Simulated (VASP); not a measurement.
# Si5Ge2 (P1) in VASP: relaxation of cell and atoms with PBE

Aim: the relaxation of cell and atoms of Si5Ge2 with PBE.

Everything below comes from runs of VASP 6.6.1. Logs are shortened: lines on timing, memory, paths and dates and some standing lists are left out, and cuts for length are marked.

## (1) The cell of the first run

The typed cell holds 7 atoms: a = 5.848 Å, b = 5.683 Å, c = 5.887 Å, α = 69.39°, β = 67.02°, γ = 70.02°.

## (2) Relaxation of cell and atoms, PBE

The input, INCAR:

```
SYSTEM = Si5Ge2
PREC = Accurate
ENCUT = 600
EDIFF = 1E-7
ISMEAR = 0
SIGMA = 0.1
LREAL = .FALSE.
LASPH = .TRUE.
NELM = 100
ALGO = Normal
ISIF = 3
LWAVE = .FALSE.
LCHARG = .FALSE.
GGA = PE
IBRION = 2
NSW = 80
EDIFFG = -0.025
```

The input, KPOINTS:

```
Automatic mesh
0
G
  3 3 3
  0 0 0
```

The input, POSCAR:

```
Si5Ge2
1.0
    3.3795330588      1.7695005778      4.4329091928
   -3.2363176586      1.8308044836      4.2981713254
    0.1246984398     -3.8323738702      4.4666148343
Si Ge
5 2
Direct
    0.1357297349      0.0954176557      0.0916159240
    0.9044103779      0.8755930913      0.9164508381
    0.7460307677     -0.0206946329      0.2650218034
    0.2003133995      0.7353848324      0.0176279958
   -0.0072916605      0.3044163408      0.6882096118
    0.7087195819      0.7599101222      0.6924459320
    0.3120877985      0.2499725906      0.3286278949
```

Potentials or basis: VASP PAW PBE potentials, release 64 (Si, Ge_d).

The run is started by

```sh
$ cat potpaw_PBE.64/Si/POTCAR potpaw_PBE.64/Ge_d/POTCAR > POTCAR
$ mpirun -np 1 vasp_std > vasp.out
```

OUTCAR:

```text
SYSTEM = Si5Ge2
   PREC = Accurate
   ENCUT = 600
   EDIFF = 1E-7
   ISMEAR = 0
   LREAL = .FALSE.
   LASPH = .TRUE.
   NELM = 100
   ISIF = 3
   GGA = PE
   IBRION = 2
   NSW = 80
   EDIFFG = -0.025

 ion  position               nearest neighbor table
   1  0.136  0.095  0.092-   4 2.12   3 2.33   7 2.53   5 2.58   2 2.76
   2  0.904  0.876  0.916-   4 1.87   3 2.10   6 2.40   5 2.45   1 2.76
   3  0.746  0.979  0.265-   2 2.10   1 2.33   6 2.34   7 2.44   4 2.64
   4  0.200  0.735  0.018-   2 1.87   1 2.12   3 2.64   7 2.75   6 2.86
   5  0.993  0.304  0.688-   7 2.25   2 2.45   6 2.56   1 2.58
   6  0.709  0.760  0.692-   3 2.34   2 2.40   5 2.56   4 2.86
   7  0.312  0.250  0.329-   5 2.25   3 2.44   1 2.53   4 2.75

  LATTYP: Found a triclinic cell.
 ALAT       =    11.3198303191
 B/A-ratio  =     0.5845941486
 C/A-ratio  =     0.7570054317
 COS(alpha) =     0.0042576769
 COS(beta)  =     0.4308682749
 COS(gamma) =     0.8674109954

  Lattice vectors:

 A1 = (  -9.8706853364,  -5.5405705422,  -0.1010322259)
 A2 = (  -6.6158507174,   0.0613039058,  -0.1347378674)
 A3 = (  -0.0185169604,  -7.4326789316,  -4.2644656839)

Analysis of symmetry for initial positions (statically):
=====================================================================
 Subroutine PRICEL returns:
 Original cell was already a primitive cell.

 Routine SETGRP: Setting up the symmetry group for a
 triclinic supercell.

 Subroutine GETGRP returns: Found  1 space group operations
 (whereof  1 operations were pure point group operations)
 out of a pool of  2 trial point group operations.

The static configuration has the point symmetry C_1 .

Analysis of symmetry for dynamics (positions and initial velocities):
=====================================================================
 Subroutine PRICEL returns:
 Original cell was already a primitive cell.

 Routine SETGRP: Setting up the symmetry group for a
 triclinic supercell.

 Subroutine GETGRP returns: Found  1 space group operations
 (whereof  1 operations were pure point group operations)
 out of a pool of  2 trial point group operations.

The dynamic configuration has the point symmetry C_1 .

 Subroutine INISYM returns: Found  1 space group operations
 (whereof  1 operations are pure point group operations),
 and found     1 'primitive' translations

----------------------------------------------------------------------------------------

                                     Primitive cell

  volume of cell :     163.8001

  direct lattice vectors                    reciprocal lattice vectors
     3.379533059  1.769500578  4.432909193     0.150486505  0.091522311  0.074325254
    -3.236317659  1.830804484  4.298171325    -0.151967242  0.088780773  0.080416872
     0.124698440 -3.832373870  4.466614834    -0.003114611 -0.176264374  0.072734592

  length of vectors
     5.848338217  5.683297792  5.886704278     0.191172082  0.193501787  0.190706977

  position of ions in fractional coordinates (direct lattice)
     0.135729735  0.095417656  0.091615924
     0.904410378  0.875593091  0.916450838
     0.746030768  0.979305367  0.265021803
     0.200313399  0.735384832  0.017627996
     0.992708339  0.304416341  0.688209612
     0.708719582  0.759910122  0.692445932
     0.312087799  0.249972591  0.328627895

  ion indices of the primitive-cell ions
   primitive index   ion index
                 1           1
                 2           2
                 3           3
                 4           4
                 5           5
                 6           6
                 7           7

----------------------------------------------------------------------------------------

 KPOINTS: Automatic mesh

Automatic generation of k-mesh.
 Grid dimensions read from file:
 generate k-points for:    3    3    3

 Generating k-lattice:

  Cartesian coordinates                     Fractional coordinates (reciprocal lattice)
     0.050162168  0.030507437  0.024775085     0.333333333  0.000000000  0.000000000
    -0.050655747  0.029593591  0.026805624     0.000000000  0.333333333 -0.000000000
    -0.001038204 -0.058754791  0.024244864    -0.000000000 -0.000000000  0.333333333

  Length of vectors
     0.063724027  0.064500596  0.063568992

  Shift w.r.t. Gamma in fractional coordinates (k-lattice)
     0.000000000  0.000000000  0.000000000

 Subroutine IBZKPT returns following result:
 ===========================================

 Found     14 irreducible k-points:

 Following reciprocal coordinates:
            Coordinates               Weight
  0.000000  0.000000  0.000000      1.000000
  0.333333  0.000000  0.000000      2.000000
  0.000000  0.333333  0.000000      2.000000
  0.333333  0.333333  0.000000      2.000000
 -0.333333  0.333333 -0.000000      2.000000
  0.000000  0.000000  0.333333      2.000000
  0.333333  0.000000  0.333333      2.000000
 -0.333333 -0.000000  0.333333      2.000000
  0.000000  0.333333  0.333333      2.000000
  0.333333  0.333333  0.333333      2.000000
 -0.333333  0.333333  0.333333      2.000000
 -0.000000 -0.333333  0.333333      2.000000
  0.333333 -0.333333  0.333333      2.000000
 -0.333333 -0.333333  0.333333      2.000000
   k-points           NKPTS =     14   k-points in BZ     NKDIM =     14   number of bands    NBANDS=     28
   number of dos      NEDOS =    301   number of ions     NIONS =      7
   total plane-waves  NPLWV = 110592
   dimension x,y,z NGX =    48 NGY =   48 NGZ =   48
   dimension x,y,z NGXF=    96 NGYF=   96 NGZF=   96
   ions per type =               5   2
   NGX,Y,Z   is equivalent  to a cutoff of  13.64, 14.04, 13.56 a.u.
   NGXF,Y,Z  is equivalent  to a cutoff of  27.29, 28.08, 27.11 a.u.
 SYSTEM =  Si5Ge2
   PREC   = accura    normal or accurate (medium, high low for compatibility)
   ISTART =      0    job   : 0-new  1-cont  2-samecut
   ICHARG =      2    charge: 1-file 2-atom 10-const
   ISPIN  =      1    spin polarized calculation?
   LNONCOLLINEAR =      F non collinear calculations
   LSORBIT =      F    spin-orbit coupling
   LASPH  =      T    aspherical Exc in radial PAW
   ENCUT  =  600.0 eV  44.10 Ry    6.64 a.u.  11.68 11.35 11.76*2*pi/ulx,y,z
   NELM   =    100;   NELMIN=  2; NELMDL= -5     # of ELM steps
   EDIFF  = 0.1E-06   stopping-criterion for ELM
   LREAL  =      F    real-space projection
   EDIFFG = -.3E-01   stopping-criterion for IOM
   NSW    =     80    number of steps for IOM
   IBRION =      2    ionic relax: 0-MD 1-quasi-New 2-CG
   NFREE  =      1    steps in history (QN), initial steepest desc. (CG)
   ISIF   =      3    stress and relaxation
   ISYM   =      2    0-nonsym 1-usesym 2-fastsym
   POTIM  = 0.5000    time-step for ionic-motion
   TEBEG  =    0.0;   TEEND  =   0.0 temperature during run
   PSTRESS=    0.0 pullay stress
   NELECT =      48.0000    total number of electrons
   NUPDOWN=      -1.0000    fix difference up-down
   EMIN   =  10.00;   EMAX   =-10.00  energy-range for DOS
   EFERMI =   0.00;   METHOD = LEGACY
   ISMEAR =     0;   SIGMA  =   0.10  broadening in eV -4-tet -1-fermi 0-gaus
   EFERMI_NEDOS =   21; number of points for ismear=-14 and -15
   IALGO  =     38    algorithm
   IMIX   =      4    mixing-type and parameters
     AMIX     =   0.40;   BMIX     =  1.00
     AMIX_MAG =   1.60;   BMIX_MAG =  1.00
  volume/ion in A,a.u.               =      23.40       157.91
  Fermi-wavevector in a.u.,A,eV,Ry     =   1.087386  2.054862 16.087653  1.182409
  Thomas-Fermi vector in A             =   2.223545
   LORBIT       =      0    0 simple, 1 ext, 2 COOP (PROOUT), +10 PAW based schemes
   GGA     = PE    functional components
   LHFCALC =     F    Hartree Fock is set to
   AEXX    =    0.0000 exact exchange contribution
   IVDW    =     0    specifies the selected vdW correction
   LEPSILON=     F    determine dielectric tensor
   LRPA    =     F    only Hartree local field effects (RPA)
 conjugate gradient relaxation of ions
 non-spin polarized calculation
 Gauss-broadening in eV      SIGMA  =   0.10
  energy-cutoff  :      600.00
  volume of cell :      163.80
 maximum number of plane-waves:      5484
   NGX = 23   NGY = 23   NGZ = 23

--------------------------------------- Ionic step        1  -------------------------------------------

 number of electron      48.0000001 magnetization

 Free energy of the ion-electron system (eV)
  ---------------------------------------------------
  ext. energy  EPLUGINS =         0.00000000
  ---------------------------------------------------
  free energy    TOTEN  =       -30.66282355 eV

  energy without entropy =      -30.65607767  energy(sigma->0) =      -30.65945061

------------------------ aborting loop because EDIFF is reached ----------------------------------------

  FORCE on cell =-STRESS in cart. coord.  units (eV):
  Direction    XX          YY          ZZ          XY          YZ          ZX
  --------------------------------------------------------------------------------------
  -------------------------------------------------------------------------------------
  Total       14.0054372      3.8720278     12.4142803      4.4226435     -3.1556270      3.5217344
  in kB      136.9913692     37.8734622    121.4277878     43.2591987    -30.8661315     34.4471374
  external PRESSURE =      98.7642064 kB  Pullay stress =       0.0000000 kB
[... 104 lines left out ...]
  FREE ENERGIE OF THE ION-ELECTRON SYSTEM (eV)
  ---------------------------------------------------
  free  energy   TOTEN  =       -33.6782075119 eV

  energy  without entropy=      -33.6773112594  energy(sigma->0) =      -33.67775939

 E-fermi :   4.4874     XC(G=0):  -8.7833

 val. band max:        4.2377316457   @ k =   0.3333   0.3333   0.3333
 cond. band min:       4.7370290380   @ k =  -0.0000  -0.3333   0.3333
 fundamental gap:      0.4992973923
 Fermi energy:         4.4873798836

 k-point     1 :       0.0000    0.0000    0.0000
  band No.  band energies     occupation
      1     -20.1621      2.00000
      2     -20.1588      2.00000
      3     -20.1478      2.00000
      4     -20.1441      2.00000
      5     -20.1309      2.00000
      6     -20.1269      2.00000
[... 423 lines left out ...]
     27       6.4992      0.00000
     28       6.7673      0.00000

[... ionic steps 4 to 22 ...]

--------------------------------------- Ionic step       23  -------------------------------------------

 number of electron      47.9999998 magnetization

------------------------ aborting loop because EDIFF is reached ----------------------------------------
[... 77 lines left out ...]
--------------------------------------- Ionic step       25  -------------------------------------------

 number of electron      48.0000004 magnetization

 Free energy of the ion-electron system (eV)
  ---------------------------------------------------
  ext. energy  EPLUGINS =         0.00000000
  ---------------------------------------------------
  free energy    TOTEN  =       -34.82144534 eV

  energy without entropy =      -34.82144534  energy(sigma->0) =      -34.82144534

 E-fermi :   4.7780     XC(G=0):  -8.9279

 val. band max:        4.2978451216   @ k =   0.3333   0.3333   0.3333
 cond. band min:       5.2233538513   @ k =   0.0000   0.0000   0.0000
 fundamental gap:      0.9255087297
 Fermi energy:         4.7780401333

 k-point     1 :       0.0000    0.0000    0.0000
  band No.  band energies     occupation
      1     -19.8894      2.00000
      2     -19.8864      2.00000
      3     -19.8649      2.00000
      4     -19.8646      2.00000
      5     -19.8605      2.00000
      6     -19.8602      2.00000
[... 457 lines left out ...]
  FREE ENERGIE OF THE ION-ELECTRON SYSTEM (eV)
  ---------------------------------------------------
  free  energy   TOTEN  =       -34.8214453372 eV

  energy  without entropy=      -34.8214453372  energy(sigma->0) =      -34.82144534

 reached required accuracy - stopping structural energy minimisation
```

It took 27 min on 1 thread of Intel Xeon 6975P-C (Granite Rapids), shared host; peak memory 0.37 GiB.

Results:

```
Free energy                           : -34.8214 eV
Relaxed volume                        : 23.25 Å³/atom
Relaxed cell                          : a = 5.767 Å, b = 5.778 Å, c = 5.772 Å, α = 69.40°, β = 69.44°, γ = 69.43°
Space group after relaxing (to 0.1 Å) : R32 (No. 155)
Energy gained by relaxing             : 594.1 meV/atom
Ionic steps                           : 25
Pressure after relaxing               : 0.0 GPa
Largest force after relaxing          : 0.019 eV/Å
Band gap on the k mesh                : 0.93 eV (least direct gap 1.54 eV)
```

Forces in eV/Å, atoms in the order of the input:
```
Si  -0.010 -0.005  0.005
Si   0.009  0.009 -0.005
Si   0.000  0.002  0.010
Si   0.016  0.007 -0.007
Si  -0.002 -0.001 -0.002
Ge  -0.010 -0.001 -0.007
Ge  -0.003 -0.010  0.006
```

The path:
| step | energy change (eV) | largest force (eV/Å) | pressure (GPa) | volume (Å³) |
| --- | --- | --- | --- | --- |
| 1 | 0.0000 | 12.9266 | 9.88 | 163.80 |
| 2 | -0.6772 | 4.9635 | -5.95 | 199.83 |
| 3 | -3.0154 | 2.5929 | -3.75 | 178.23 |
| 4 | -3.0374 | 2.5713 | -3.43 | 177.39 |
| 5 | -3.0502 | 2.5372 | -2.82 | 176.00 |
| 6 | -3.7531 | 1.3147 | -1.11 | 168.01 |
| 7 | -3.8296 | 1.1135 | 0.27 | 164.56 |
| 8 | -3.9844 | 0.6942 | 0.48 | 163.50 |
| 9 | -3.9903 | 0.7319 | 0.58 | 163.25 |
| 10 | -4.0599 | 0.5093 | -0.28 | 164.91 |
| 11 | -4.0713 | 0.5177 | -0.72 | 165.88 |
| 12 | -4.1188 | 0.3939 | 0.01 | 164.16 |
| 13 | -4.1268 | 0.4953 | 0.45 | 163.15 |
| 14 | -4.1457 | 0.1831 | -0.16 | 163.97 |
| 15 | -4.1460 | 0.1569 | -0.10 | 163.87 |
| 16 | -4.1517 | 0.1216 | -0.06 | 163.62 |
| 17 | -4.1524 | 0.1200 | -0.04 | 163.49 |
| 18 | -4.1553 | 0.0766 | 0.10 | 163.13 |
| 19 | -4.1553 | 0.0823 | 0.12 | 163.09 |
| 20 | -4.1567 | 0.0521 | -0.11 | 163.48 |
| 21 | -4.1567 | 0.0550 | -0.15 | 163.55 |
| 22 | -4.1580 | 0.0435 | -0.06 | 163.17 |
| 23 | -4.1583 | 0.0565 | 0.01 | 162.89 |
| 24 | -4.1586 | 0.0294 | 0.04 | 162.74 |
| 25 | -4.1586 | 0.0192 | 0.03 | 162.78 |

Final structure:
```yaml
crystal:
  lattice:
    - [3.27925, 1.89988, 4.34733]
    - [-3.29565, 1.89933, 4.34972]
    - [-0.00538, -3.79307, 4.35014]
  atoms:
    - { symbol: Si, position: [0.11510, 0.11445, 0.11462] }
    - { symbol: Si, position: [0.88463, 0.88571, 0.88548] }
    - { symbol: Si, position: [0.71948, 0.99983, 0.28060] }
    - { symbol: Si, position: [0.28023, 0.71989, 0.00015] }
    - { symbol: Si, position: [0.00019, 0.28027, 0.71936] }
    - { symbol: Ge, position: [0.70004, 0.69942, 0.69996] }
    - { symbol: Ge, position: [0.30033, 0.30043, 0.29983] }
```

Caveat: an odd mesh through Γ misses points on the zone boundary, where band edges can lie.
